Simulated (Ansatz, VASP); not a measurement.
# Two plane-wave programs on InSb

```xyz
2
Lattice="0.0000 3.0351 3.2248 3.0351 0.0000 3.2248 3.0351 3.0351 0.0000" Properties=species:S:1:pos:R:3 pbc="T T T"
In    0.0000    0.0000    0.0000
Sb    3.0351    3.0351    3.2248
```

Alike in both runs: task single point; functional PBEsol; k mesh 14 × 14 × 14; occupations gaussian, width 0.15 eV; no spin polarisation.

|  | VASP | Ansatz |
| --- | --- | --- |
| version | VASP 6.6.1 | Ansatz 0.2.0 |
| potentials or method | VASP PAW PBE potentials, release 64 (In_d, Sb), cutoff 520 eV | scalar-relativistic, plane waves, PAW |
| valence electrons in the cell | 18 | 28 |

|  | VASP | Ansatz | Ansatz less VASP |
| --- | --- | --- | --- |
| gap on the k mesh at the Fermi level (eV) | none | none | - |
| pressure (GPa) | -3.3 | -3.3 | +0.01 |
| traceless stress, the component that is largest in VASP (GPa) | -2.18 | -2.18 | +0.002 |

VASP's potentials were made for PBE, not for PBEsol, and Ansatz warns of the same on its side. A gap of «none» marks a metal or a gap that the smearing closes. VASP's potentials hold 18 valence electrons a cell and Ansatz's 28, so a difference there can come from the potentials and not from the codes.

Spin-orbit coupling is off throughout.
